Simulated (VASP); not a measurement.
Input of a VASP 6.6.1 run:

The input INCAR:

```
PREC = Accurate ; ENCUT = 600
EDIFF = 1E-6 ; ISMEAR = 0
SIGMA = 0.05 ; LREAL = F
LASPH = T ; NELM = 200
ALGO = Normal ; ISIF = 2
LWAVE = F ; LCHARG = F
ISPIN = 2 ; MAGMOM = 3 0
LORBIT = 11 ; LMAXMIX = 4
LDAU = T ; LDAUTYPE = 1
LDAUL = 2 -1 ; LDAUU = 4 0
LDAUJ = 0.5 0 ; LDAUPRINT = 1
GGA = PS ; NBANDS = 22
GGA_COMPAT = F
```

File KPOINTS:

```
Automatic mesh
0
Gamma
  9 9 9
```

File POSCAR:

```
CoO
1.0
   -1.5080004400      1.5080004400      2.1072503600
    1.5080004400     -1.5080004400      2.1072503600
    1.5080004400      1.5080004400     -2.1072503600
Co O
1 1
Direct
    0.0000000000      0.0000000000      0.0000000000
    0.5000000000      0.5000000000      0.0000000000
```

Potentials or basis: VASP PAW PBE potentials, release 64 (Co_sv, O).

Command:

```console
$ cat potpaw_PBE.64/Co_sv/POTCAR potpaw_PBE.64/O/POTCAR > POTCAR
$ mpirun -np 1 vasp_std > vasp.out
```

**Question.** Estimate the site moments.

**Answer.** Co +2.69; O +0.24 μB.

**Question.** Predict the band gap on the k mesh.

**Answer.** Zero (filled and empty bands overlap).

Stress tensor (GPa, compression positive):
```
 -5.97   0.00   0.00
  0.00  -5.97   0.00
  0.00   0.00 -14.62
```

Caveat: the PAW data sets were made with another functional, which shifts forces and pressure a little; a cell with one magnetic atom can't hold antiferromagnetic order, which such compounds often take. The state reached can hang on the start; a lower one may exist.
